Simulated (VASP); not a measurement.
# Mo (I4_1/amd) in VASP: further runs, part 2 of 2

VASP 6.6.1. The steps go on from the part before.

## Step 5: Single point, PBE (7.26 Å³/atom)

This run uses another cell than the first one, of 7.26 Å³/atom.

File INCAR:

```
  PREC = Accurate
  ENCUT = 520
  EDIFF = 1E-6
  ISMEAR = -1
  SIGMA = 0.05
  LREAL = False
  LASPH = True
  NELM = 80
  ALGO = Normal
  ISIF = 2
  LWAVE = False
  LCHARG = False
  GGA = PE
  NBANDS = 21
```

File KPOINTS:

```
Automatic mesh
0
Gamma
  18 18 18
```

File POSCAR:

```
Mo
1.0
   -1.9022929191      1.9022929191      1.0032433855
    1.9022929191     -1.9022929191      1.0032433855
    1.9022929191      1.9022929191     -1.0032433855
Mo
2
Direct
   -0.3750000000     -0.1250000000     -0.2500000000
    0.3750000000      0.1250000000      0.2500000000
```

Run with:

```sh
cat potpaw_PBE.64/Mo_sv/POTCAR > POTCAR
mpirun -np 1 vasp_std > vasp.out
```

Run time: 44 s. Hardware: 1 thread of Intel Xeon 6975P-C (Granite Rapids), shared host; peak memory 0.23 GiB.

The run converged, but its numbers aren't listed here, since they failed a check.

Caveat: atoms lie so close that the PAW spheres overlap strongly, which falsifies energies and pressures; the cell stands under pressure.

## Step 6: Single point, PBE (7.26 Å³/atom)

This run uses another cell than the first one, of 7.26 Å³/atom.

File INCAR:

```
SYSTEM = Mo
PREC     = Accurate       ! precision mode
ENCUT    = 520            ! plane-wave cutoff, eV
EDIFF    = 1E-6           ! SCF threshold, eV
ISMEAR   = -1             ! smearing method
SIGMA    = 0.05           ! smearing width, eV
LREAL    = .False.        ! projectors in reciprocal space
LASPH    = .True.         ! aspherical terms in the spheres
NELM     = 60             ! most SCF steps
ALGO     = Normal         ! electronic algorithm
ISIF     = 2              ! what is computed and relaxed
LWAVE    = .False.        ! write WAVECAR
LCHARG   = .False.        ! write CHGCAR
GGA      = PE             ! functional
NBANDS   = 21             ! bands
```

File KPOINTS:

```
Automatic mesh
0
Gamma
  18 18 18
  0 0 0
```

POSCAR is that of step 5.

Potentials or basis: VASP PAW PBE potentials, release 64 (Mo_sv).

Run with:

```sh
cat potpaw_PBE.64/Mo_sv/POTCAR > POTCAR
mpirun -np 1 vasp_std > vasp.out
```

OUTCAR:

```text
SYSTEM = Mo
   PREC = Accurate
   ENCUT = 520
   EDIFF = 1E-6
   ISMEAR = -1
   LREAL = .False.
   LASPH = .True.
   NELM = 60
   ISIF = 2
   GGA = PE

 ion  position               nearest neighbor table
   1  0.625  0.875  0.750-   2 1.97   2 1.97   2 1.97   2 1.97   2 2.43   2 2.43   2 2.43   2 2.43
                             2 3.15   2 3.15
   2  0.375  0.125  0.250-   1 1.97   1 1.97   1 1.97   1 1.97   1 2.43   1 2.43   1 2.43   1 2.43
                             1 3.15   1 3.15

  LATTYP: Found a body centered tetragonal cell.
 ALAT       =     3.8045858382
 C/A-ratio  =     0.5273863848

  Lattice vectors:

 A1 = (  -1.9022929191,   1.9022929191,   1.0032433855)
 A2 = (   1.9022929191,  -1.9022929191,   1.0032433855)
 A3 = (   1.9022929191,   1.9022929191,  -1.0032433855)

Analysis of symmetry for initial positions (statically):
=====================================================================
 Subroutine PRICEL returns:
 Original cell was already a primitive cell.

 Routine SETGRP: Setting up the symmetry group for a
 body centered tetragonal supercell.

 Subroutine GETGRP returns: Found 16 space group operations
 (whereof  4 operations were pure point group operations)
 out of a pool of 16 trial point group operations.

The static configuration has the point symmetry C_2h.
 The point group associated with its full space group is D_4h.

Analysis of symmetry for dynamics (positions and initial velocities):
=====================================================================
 Subroutine PRICEL returns:
 Original cell was already a primitive cell.

 Routine SETGRP: Setting up the symmetry group for a
 body centered tetragonal supercell.

 Subroutine GETGRP returns: Found 16 space group operations
 (whereof  4 operations were pure point group operations)
 out of a pool of 16 trial point group operations.
[... 115 lines left out ...]
   EMIN   =  10.00;   EMAX   =-10.00  energy-range for DOS
   EFERMI =   0.00;   METHOD = LEGACY
   ISMEAR =    -1;   SIGMA  =   0.05  broadening in eV -4-tet -1-fermi 0-gaus
   EFERMI_NEDOS =   21; number of points for ismear=-14 and -15
   IALGO  =     38    algorithm
   IMIX   =      4    mixing-type and parameters
     AMIX     =   0.40;   BMIX     =  1.00
     AMIX_MAG =   1.60;   BMIX_MAG =  1.00
  volume/ion in A,a.u.               =       7.26        49.00
  Fermi-wavevector in a.u.,A,eV,Ry     =   2.037607  3.850519 56.489259  4.151843
  Thomas-Fermi vector in A             =   3.043786
   LORBIT       =      0    0 simple, 1 ext, 2 COOP (PROOUT), +10 PAW based schemes
   GGA     = PE    functional components
   LHFCALC =     F    Hartree Fock is set to
   AEXX    =    0.0000 exact exchange contribution
   IVDW    =     0    specifies the selected vdW correction
   LEPSILON=     F    determine dielectric tensor
   LRPA    =     F    only Hartree local field effects (RPA)
 non-spin polarized calculation
  energy-cutoff  :      520.00
  volume of cell :       14.52
 maximum number of plane-waves:       411
 NGX is ok and might be reduce to    24
   NGX = 11   NGY = 11   NGZ = 11

 number of electron      28.0000005 magnetization

 Free energy of the ion-electron system (eV)
  ---------------------------------------------------
  ext. energy  EPLUGINS =         0.00000000
  ---------------------------------------------------
  free energy    TOTEN  =         8.53512185 eV

  energy without entropy =        8.54094783  energy(sigma->0) =        8.53803484

 E-fermi :  29.7173     XC(G=0): -18.1870

 val. band max:       29.7113162291   @ k =  -0.3889   0.4444   0.1111
 cond. band min:      29.7193065692   @ k =  -0.2222   0.2778   0.2222
 fundamental gap:      0.0079903402
 Fermi energy:        29.7172692082

 k-point     1 :       0.0000    0.0000    0.0000
  band No.  band energies     occupation
      1     -37.0698      2.00000
      2     -31.2078      2.00000
      3     -12.2967      2.00000
      4     -12.2967      2.00000
      5      -3.3150      2.00000
      6      -3.3150      2.00000
[... 565 lines left out ...]
     20      47.6623      0.00000
     21      49.5213      0.00000

 [... further k-points ...]

------------------------ aborting loop because EDIFF is reached ----------------------------------------

  FORCE on cell =-STRESS in cart. coord.  units (eV):
  Direction    XX          YY          ZZ          XY          YZ          ZX
  --------------------------------------------------------------------------------------
  -------------------------------------------------------------------------------------
  Total       89.3237287     89.3237287     89.9049441      0.0000000      0.0000000      0.0000000
  in kB     9854.9936088   9854.9936088   9919.1184952      0.0000000      0.0000000      0.0000000
  external PRESSURE =    9876.3685709 kB  Pullay stress =       0.0000000 kB

 VOLUME and BASIS-vectors are now :
 -----------------------------------------------------------------------------
  energy-cutoff  :      520.00
  volume of cell :       14.52
      direct lattice vectors                 reciprocal lattice vectors
    -1.902292919  1.902292919  1.003243386     0.000000000  0.262840699  0.498383550
     1.902292919 -1.902292919  1.003243386     0.262840699  0.000000000  0.498383550
     1.902292919  1.902292919 -1.003243386     0.262840699  0.262840699  0.000000000

 POSITION                                       TOTAL-FORCE (eV/Angst)
 -----------------------------------------------------------------------------------
      1.90229      0.95115      0.75243        -0.000000     -0.000000      0.000000
     -0.00000      0.95115      0.25081         0.000000      0.000000     -0.000000
 -----------------------------------------------------------------------------------
    total drift:                               -0.000000      0.000000      0.000000

  FREE ENERGIE OF THE ION-ELECTRON SYSTEM (eV)
  ---------------------------------------------------
  free  energy   TOTEN  =         8.5351218510 eV

  energy  without entropy=        8.5409478251  energy(sigma->0) =        8.53803484
```

Wall time 43 s (1 thread of Intel Xeon 6975P-C (Granite Rapids), shared host); peak memory 0.24 GiB.

The run converged, but its numbers aren't listed here, since they failed a check.

Caveat: atoms lie so close that the PAW spheres overlap strongly, which falsifies energies and pressures; the cell stands under pressure.

## Step 7: The runs side by side

| task | cell | cutoff (eV) | gap on the mesh (eV) | pressure (GPa) |
| --- | --- | --- | --- | --- |
| relaxation of shape and atoms at fixed volume | relaxed from a = 3.181 Å, angles 96.8, 96.8, 139.6°, 2 atoms | 600 | none | 344.6 |
| single point | a = 3.506 Å, angles 96.9, 96.9, 139.3°, 2 atoms | 520 | none | 86.2 |
| single point | a = 3.652 Å, angles 96.9, 96.9, 139.4°, 2 atoms | 520 | none | 35.0 |

Alike in all rows: level PBE; potentials or basis VASP PAW PBE potentials, release 64 (Mo_sv); no spin polarisation; k mesh 18 × 18 × 18; smearing fermi-dirac 0.05 eV.

Caveats: the cell stands under pressure (at least some runs).

Absolute energies hang on the potentials; compare differences alone.
